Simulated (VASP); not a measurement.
# GaP (F-43m) in VASP: single point with PBE0

Aim: the single point of GaP with PBE0.

All numbers are computed with VASP 6.6.1; they aren't measurements. Logs are shortened: lines on timing, memory, paths and dates and some standing lists are left out, and cuts for length are marked.

## (1) The cell of the first run

Symmetry: F-43m, No. 216, cubic system. The conventional cell has a = 5.452 Å, b = 5.452 Å, c = 5.452 Å, α = 90.00°, β = 90.00°, γ = 90.00°. Within 3.1 Å of Ga (site symmetry -43m) lie 4 P at 2.36 Å. P (site symmetry -43m) has 4 Ga at 2.36 Å within 3.1 Å.

## (2) Single point, PBE0

File POSCAR:

```
GaP
1.0
   -5.4516250000      5.4516250000     -5.4516250000
    5.4516250000      5.4516250000      5.4516250000
    5.4516250000     -5.4516250000     -5.4516250000
Ga P
16 16
Direct
    0.0000000000      0.0000000000      0.0000000000
    0.0000000000      0.2500000000      0.7500000000
    0.0000000000      0.5000000000      0.5000000000
    0.0000000000      0.7500000000      0.2500000000
    0.2500000000      0.0000000000      0.7500000000
    0.2500000000      0.2500000000      0.5000000000
    0.2500000000      0.5000000000      0.2500000000
    0.2500000000      0.7500000000      0.0000000000
    0.5000000000      0.0000000000      0.5000000000
    0.5000000000      0.2500000000      0.2500000000
    0.5000000000      0.5000000000      0.0000000000
    0.5000000000      0.7500000000      0.7500000000
    0.7500000000      0.0000000000      0.2500000000
    0.7500000000      0.2500000000      0.0000000000
    0.7500000000      0.5000000000      0.7500000000
    0.7500000000      0.7500000000      0.5000000000
    0.0000000000      0.0000000000      0.7500000000
    0.0000000000      0.2500000000      0.5000000000
    0.0000000000      0.5000000000      0.2500000000
    0.0000000000      0.7500000000      0.0000000000
    0.2500000000      0.0000000000      0.5000000000
    0.2500000000      0.2500000000      0.2500000000
    0.2500000000      0.5000000000      0.0000000000
    0.2500000000      0.7500000000      0.7500000000
    0.5000000000      0.0000000000      0.2500000000
    0.5000000000      0.2500000000      0.0000000000
    0.5000000000      0.5000000000      0.7500000000
    0.5000000000      0.7500000000      0.5000000000
    0.7500000000      0.0000000000      0.0000000000
    0.7500000000      0.2500000000      0.7500000000
    0.7500000000      0.5000000000      0.5000000000
    0.7500000000      0.7500000000      0.2500000000
```

File INCAR.step1:

```
  PREC = Accurate
  ENCUT = 400
  EDIFF = 1E-5
  ISMEAR = -1
  SIGMA = 0.01
  LREAL = Auto
  LASPH = True
  NELM = 120
  ALGO = Normal
  ISIF = 2
  LWAVE = True
  LCHARG = False
  NBANDS = 166
  GGA = PE
  GGA_COMPAT = False
```

File INCAR.step2:

```
  PREC = Accurate
  ENCUT = 400
  EDIFF = 1E-6
  ISMEAR = -1
  SIGMA = 0.01
  LREAL = Auto
  LASPH = True
  NELM = 120
  ALGO = Normal
  ISIF = 2
  LWAVE = False
  LCHARG = False
  GGA = PE
  LHFCALC = True
  AEXX = 0.25
  PRECFOCK = Fast
  NBANDS = 166
  ISTART = 1
  GGA_COMPAT = False
```

File KPOINTS:

```
Automatic mesh
0
Gamma
  1 1 1
  0.25 0.25 0.25
```

Potentials or basis: VASP PAW PBE potentials, release 64 (Ga_d, P).

Launch:

```console
$ cat potpaw_PBE.64/Ga_d/POTCAR potpaw_PBE.64/P/POTCAR > POTCAR
$ cp INCAR.step1 INCAR
$ mpirun -np 1 vasp_std > vasp.out
$ cp INCAR.step2 INCAR
$ mpirun -np 1 vasp_std > vasp.out
```

OUTCAR:

```text
PREC = Accurate
   ENCUT = 400
   EDIFF = 1E-6
   ISMEAR = -1
   LREAL = Auto
   LASPH = True
   NELM = 120
   ISIF = 2
   GGA = PE
   LHFCALC = True
   AEXX = 0.25
   PRECFOCK = Fast
   ISTART = 1

 ion  position               nearest neighbor table
   1  0.000  0.000  0.000-  17 2.36  20 2.36  22 2.36  29 2.36
   2  0.000  0.250  0.750-  17 2.36  18 2.36  23 2.36  30 2.36
   3  0.000  0.500  0.500-  18 2.36  19 2.36  24 2.36  31 2.36
   4  0.000  0.750  0.250-  19 2.36  20 2.36  21 2.36  32 2.36
   5  0.250  0.000  0.750-  17 2.36  21 2.36  24 2.36  26 2.36
   6  0.250  0.250  0.500-  18 2.36  21 2.36  22 2.36  27 2.36
[... 24 lines left out ...]
  31  0.750  0.500  0.500-   3 2.36  10 2.36  15 2.36  16 2.36
  32  0.750  0.750  0.250-   4 2.36  11 2.36  13 2.36  16 2.36

  LATTYP: Found a body centered cubic cell.
 ALAT       =    10.9032500000

  Lattice vectors:

 A1 = (  -5.4516250000,   5.4516250000,  -5.4516250000)
 A2 = (   5.4516250000,   5.4516250000,   5.4516250000)
 A3 = (   5.4516250000,  -5.4516250000,  -5.4516250000)

Analysis of symmetry for initial positions (statically):
=====================================================================
 Subroutine PRICEL returns following result:

  LATTYP: Found a face centered cubic cell.
 ALAT       =     5.4516250000

  Lattice vectors:

 A1 = (   2.7258125000,   0.0000000000,   2.7258125000)
 A2 = (   0.0000000000,  -2.7258125000,   2.7258125000)
 A3 = (   2.7258125000,  -2.7258125000,   0.0000000000)

  16 primitive cells build up your supercell.

 Routine SETGRP: Setting up the symmetry group for a
 body centered cubic supercell.

 Subroutine GETGRP returns: Found 24 space group operations
 (whereof 24 operations were pure point group operations)
 out of a pool of 48 trial point group operations.

The static configuration has the point symmetry T_d .

Analysis of symmetry for dynamics (positions and initial velocities):
=====================================================================
 Subroutine PRICEL returns following result:

  LATTYP: Found a face centered cubic cell.
 ALAT       =     5.4516250000

  Lattice vectors:

 A1 = (   2.7258125000,   0.0000000000,   2.7258125000)
 A2 = (   0.0000000000,  -2.7258125000,   2.7258125000)
 A3 = (   2.7258125000,  -2.7258125000,   0.0000000000)

  16 primitive cells build up your supercell.

 Routine SETGRP: Setting up the symmetry group for a
 body centered cubic supercell.

 Subroutine GETGRP returns: Found 24 space group operations
 (whereof 24 operations were pure point group operations)
 out of a pool of 48 trial point group operations.

The dynamic configuration has the point symmetry T_d .

 Subroutine INISYM returns: Found 24 space group operations
 (whereof 24 operations are pure point group operations),
 and found    16 'primitive' translations

----------------------------------------------------------------------------------------

                                     Primitive cell

  volume of cell :      40.5059

  direct lattice vectors                    reciprocal lattice vectors
     2.725812500  0.000000000  2.725812500     0.183431546  0.183431546  0.183431546
     0.000000000 -2.725812500  2.725812500    -0.183431546 -0.183431546  0.183431546
     2.725812500 -2.725812500  0.000000000     0.183431546 -0.183431546 -0.183431546

  length of vectors
     3.854881006  3.854881006  3.854881006     0.317712757  0.317712757  0.317712757

  position of ions in fractional coordinates (direct lattice)
     0.000000000  0.000000000  0.000000000
     0.250000000  0.250000000  0.250000000

  ion indices of the primitive-cell ions
   primitive index   ion index
                 1           1
                 2          17

----------------------------------------------------------------------------------------

 KPOINTS: Automatic mesh

Automatic generation of k-mesh.
 Grid dimensions read from file:
 generate k-points for:    1    1    1

 Generating k-lattice:

  Cartesian coordinates                     Fractional coordinates (reciprocal lattice)
     0.000000000  0.091715773 -0.091715773     1.000000000  0.000000000  0.000000000
     0.091715773  0.091715773  0.000000000     0.000000000  1.000000000  0.000000000
     0.091715773  0.000000000 -0.091715773     0.000000000  0.000000000  1.000000000

  Length of vectors
     0.129705690  0.129705690  0.129705690

  Shift w.r.t. Gamma in fractional coordinates (k-lattice)
     0.250000000  0.250000000  0.250000000

 Subroutine IBZKPT returns following result:
 ===========================================

 Found      1 irreducible k-points:

 Following reciprocal coordinates:
            Coordinates               Weight
  0.250000  0.250000  0.250000      2.000000
   k-points           NKPTS =      1   k-points in BZ     NKDIM =      2   number of bands    NBANDS=    166
   number of dos      NEDOS =    301   number of ions     NIONS =     32
   total plane-waves  NPLWV = 262144
   dimension x,y,z NGX =    64 NGY =   64 NGZ =   64
   dimension x,y,z NGXF=   128 NGYF=  128 NGZF=  128
   ions per type =              16  16
   NGX,Y,Z   is equivalent  to a cutoff of  11.27, 11.27, 11.27 a.u.
   NGXF,Y,Z  is equivalent  to a cutoff of  22.54, 22.54, 22.54 a.u.
 SYSTEM =  unknown system
   PREC   = accura    normal or accurate (medium, high low for compatibility)
   ISTART =      1    job   : 0-new  1-cont  2-samecut
   ICHARG =      0    charge: 1-file 2-atom 10-const
   ISPIN  =      1    spin polarized calculation?
   LNONCOLLINEAR =      F non collinear calculations
   LSORBIT =      F    spin-orbit coupling
   LASPH  =      T    aspherical Exc in radial PAW
   ENCUT  =  400.0 eV  29.40 Ry    5.42 a.u.  15.40 15.40 15.40*2*pi/ulx,y,z
   NELM   =    120;   NELMIN=  2; NELMDL=  0     # of ELM steps
   EDIFF  = 0.1E-05   stopping-criterion for ELM
   LREAL  =      T    real-space projection
   EDIFFG = 0.1E-04   stopping-criterion for IOM
   NSW    =      0    number of steps for IOM
   IBRION =     -1    ionic relax: 0-MD 1-quasi-New 2-CG
   NFREE  =      0    steps in history (QN), initial steepest desc. (CG)
   ISIF   =      2    stress and relaxation
   ISYM   =      3    0-nonsym 1-usesym 2-fastsym
   POTIM  = 0.5000    time-step for ionic-motion
   TEBEG  =    0.0;   TEEND  =   0.0 temperature during run
   PSTRESS=    0.0 pullay stress
   NELECT =     288.0000    total number of electrons
   NUPDOWN=      -1.0000    fix difference up-down
   EMIN   =  10.00;   EMAX   =-10.00  energy-range for DOS
   EFERMI =   0.00;   METHOD = LEGACY
   ISMEAR =    -1;   SIGMA  =   0.01  broadening in eV -4-tet -1-fermi 0-gaus
   EFERMI_NEDOS =   21; number of points for ismear=-14 and -15
   IALGO  =     38    algorithm
   IMIX   =      1    mixing-type and parameters
     AMIX     =   0.40;   BMIX     =  1.00
     AMIX_MAG =   1.60;   BMIX_MAG =  1.00
  volume/ion in A,a.u.               =      20.25       136.67
  Fermi-wavevector in a.u.,A,eV,Ry     =   1.249280  2.360796 21.234610  1.560700
  Thomas-Fermi vector in A             =   2.383328
   LORBIT       =      0    0 simple, 1 ext, 2 COOP (PROOUT), +10 PAW based schemes
   GGA     = PE    functional components
   LHFCALC =     T    Hartree Fock is set to
   PRECFOCK=fast      Normal, Fast or Accurate (Low or Medium for compatibility)
   ENCUT4O =  -1.0   cutoff for four orbital integrals eV
   NKREDX  =     1    reduce k-point grid by
   NKREDY  =     1    reduce k-point grid by
   NKREDZ  =     1    reduce k-point grid by
   AEXX    =    0.2500 exact exchange contribution
   HFSCREEN=    0.0000 screening length (either q_TF or 0.3 A-1)
   HFSCREENC=   0.0000 screening length for correlation (either q_TF or 0.3 A-1)
   ENCUTFOCK=  -1.0 apply spherical cutoff to Coloumb kernel
   IVDW    =     0    specifies the selected vdW correction
   LEPSILON=     F    determine dielectric tensor
   LRPA    =     F    only Hartree local field effects (RPA)
 non-spin polarized calculation
  energy-cutoff  :      400.00
  volume of cell :      648.09
 maximum number of plane-waves:     11800
 NGX is ok and might be reduce to    64
  NGX = 32; NGY = 32; NGZ = 32

 number of electron     288.0000374 magnetization

 Free energy of the ion-electron system (eV)
  ---------------------------------------------------
  ext. energy  EPLUGINS =         0.00000000
  ---------------------------------------------------
  free energy    TOTEN  =      -186.53769012 eV

  energy without entropy =     -186.53769012  energy(sigma->0) =     -186.53769012

 E-fermi :   3.4269     XC(G=0):  -7.7567

 val. band max:        3.1030779158   @ k =   0.2500   0.2500   0.2500
 cond. band min:       7.6483431595   @ k =   0.2500   0.2500   0.2500
 fundamental gap:      4.5452652437
 Fermi energy:         3.4268616853

 k-point     1 :       0.2500    0.2500    0.2500
  band No.  band energies     occupation
      1     -13.3281      2.00000
      2     -13.3281      2.00000
      3     -13.3281      2.00000
      4     -13.3281      2.00000
      5     -13.3281      2.00000
      6     -13.3281      2.00000
[... 148 lines left out ...]
    155       7.8244      0.00000
    156       7.8244      0.00000
 [bands above 156 left out]

------------------------ aborting loop because EDIFF is reached ----------------------------------------

  FORCE on cell =-STRESS in cart. coord.  units (eV):
  Direction    XX          YY          ZZ          XY          YZ          ZX
  --------------------------------------------------------------------------------------
  -------------------------------------------------------------------------------------
  Total        0.8491803      0.8491803      0.8491803     -0.0000000      0.0000000     -0.0000000
  in kB        2.0992907      2.0992907      2.0992907     -0.0000000      0.0000000     -0.0000000
  external PRESSURE =       2.0992907 kB  Pullay stress =       0.0000000 kB

 VOLUME and BASIS-vectors are now :
 -----------------------------------------------------------------------------
  energy-cutoff  :      400.00
  volume of cell :      648.09
      direct lattice vectors                 reciprocal lattice vectors
    -5.451625000  5.451625000 -5.451625000     0.000000000  0.091715773 -0.091715773
     5.451625000  5.451625000  5.451625000     0.091715773  0.091715773  0.000000000
     5.451625000 -5.451625000 -5.451625000     0.091715773  0.000000000 -0.091715773

 POSITION                                       TOTAL-FORCE (eV/Angst)
 -----------------------------------------------------------------------------------
      0.00000      0.00000      0.00000         0.000000      0.000000      0.000000
      5.45162     -2.72581     -2.72581        -0.000000     -0.000000     -0.000000
      5.45162      0.00000      0.00000         0.000000     -0.000000      0.000000
      5.45162      2.72581      2.72581        -0.000000      0.000000      0.000000
      2.72581     -2.72581     -5.45162        -0.000000     -0.000000      0.000000
      2.72581      0.00000     -2.72581         0.000000     -0.000000     -0.000000
[... 24 lines left out ...]
      1.36291      4.08872     -4.08872        -0.000000      0.000000      0.000000
      1.36291      6.81453     -1.36291         0.000000      0.000000     -0.000000
 -----------------------------------------------------------------------------------
    total drift:                               -0.000064      0.000050     -0.000028

  FREE ENERGIE OF THE ION-ELECTRON SYSTEM (eV)
  ---------------------------------------------------
  free  energy   TOTEN  =      -186.5376901211 eV

  energy  without entropy=     -186.5376901211  energy(sigma->0) =     -186.53769012
```

Wall time 50 min (1 thread of Intel Xeon 8259CL, shared host); peak memory 0.68 GiB.

Results:

- Free energy: -186.5377 eV
- Pressure: 0.2 GPa
- Band gap on the k mesh: 4.55 eV

Caveat: the k points lie up to 0.81 Å⁻¹ apart; the PAW data sets were made with another functional, which shifts forces and pressure a little; a shifted mesh leaves out Γ, where band edges can lie. A k mesh can miss the band edges.
